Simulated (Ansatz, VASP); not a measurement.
**One calculation of ReS3, two programs**

The input INCAR:

```
SYSTEM = ReS3
PREC     = Accurate       ! precision mode
ENCUT    = 600            ! plane-wave cutoff, eV
EDIFF    = 1E-7           ! SCF threshold, eV
ISMEAR   = 0              ! smearing method
SIGMA    = 0.1            ! smearing width, eV
LREAL    = .FALSE.        ! projectors in reciprocal space
LASPH    = .TRUE.         ! aspherical terms in the spheres
NELM     = 80             ! most SCF steps
ALGO     = Normal         ! electronic algorithm
ISIF     = 3              ! what is computed and relaxed
LWAVE    = .FALSE.        ! write WAVECAR
LCHARG   = .FALSE.        ! write CHGCAR
GGA      = PE             ! functional
IBRION   = 2              ! ionic algorithm
NSW      = 100            ! ionic steps
EDIFFG   = -0.01          ! ionic threshold
```

Contents of KPOINTS:

```
regular mesh
0
G
  14 14 6
  0 0 0
```

File POSCAR:

```
ReS3
1.0
    3.3005676273      0.0000000000      0.0000000000
    0.0000000000      3.3005676273      0.0000000000
    0.0000000000      0.0000000000      8.5095106237
Re S
1 3
Direct
    0.0000000000      0.0000000000      0.0000000000
    0.0000000000      0.5000000000      0.5000000000
    0.5000000000      0.0000000000      0.5000000000
    0.5000000000      0.5000000000      0.0000000000
```

Input for Ansatz:

```yaml
crystal:
  lattice:
    - [3.3005676273, 0.0, 0.0]
    - [0.0, 3.3005676273, 0.0]
    - [0.0, 0.0, 8.5095106237]
  atoms:
    - { symbol: Re, position: [0.0, 0.0, 0.0] }
    - { symbol: S, position: [0.0, 0.5, 0.5] }
    - { symbol: S, position: [0.5, 0.0, 0.5] }
    - { symbol: S, position: [0.5, 0.5, 0.0] }
basis:
  ecutwfc: 420
kpoints:
  mp_grid: { grid: [14, 14, 6] }
hamiltonian:
  xc: pbe
scf:
  occupations: { method: gaussian, width: 0.1 }
output:
  forces: true
  stress: true
  eigenvalues: true
  write_density: true
  write_potential: true
  elf: true
  volumetric_format: npy
relax:
  adjacent_minimum: "off"
  f_tol: 0.01
  max_steps: 80
  cell: { stress_tol: 0.05 }
```

Change from the starting cell: species swapped into the CdAu3 type (P4/mmm, No. 123).

Alike in both runs: task relaxation of cell and atoms; functional PBE; k mesh 14 × 14 × 6; occupations gaussian, width 0.1 eV; no spin polarisation.

|  | VASP | Ansatz |
| --- | --- | --- |
| version | VASP 6.6.1 | Ansatz 0.2.0 |
| potentials or method | VASP PAW PBE potentials, release 64 (Re, S), cutoff 600 eV | scalar-relativistic, plane waves, PAW |
| valence electrons in the cell | 25 | 33 |

Ansatz gave:

```
gap on the k mesh at the Fermi level, each at its own relaxed structure (eV)  : none
relaxed volume (Å³/atom)                                                      : 23.18
relaxed length of the cell vector where the two differ most in proportion (Å) : 3.301
```

Problem. Which values does VASP return?

Solution. gap on the k mesh at the Fermi level, each at its own relaxed structure (eV): none; relaxed volume (Å³/atom): 23.25; relaxed length of the cell vector where the two differ most in proportion (Å): 3.306.

A gap of «none» marks a metal or a gap that the smearing closes. VASP's potentials hold 25 valence electrons a cell and Ansatz's 33, so a difference there can come from the potentials and not from the codes.

Neither program's run includes spin-orbit coupling.
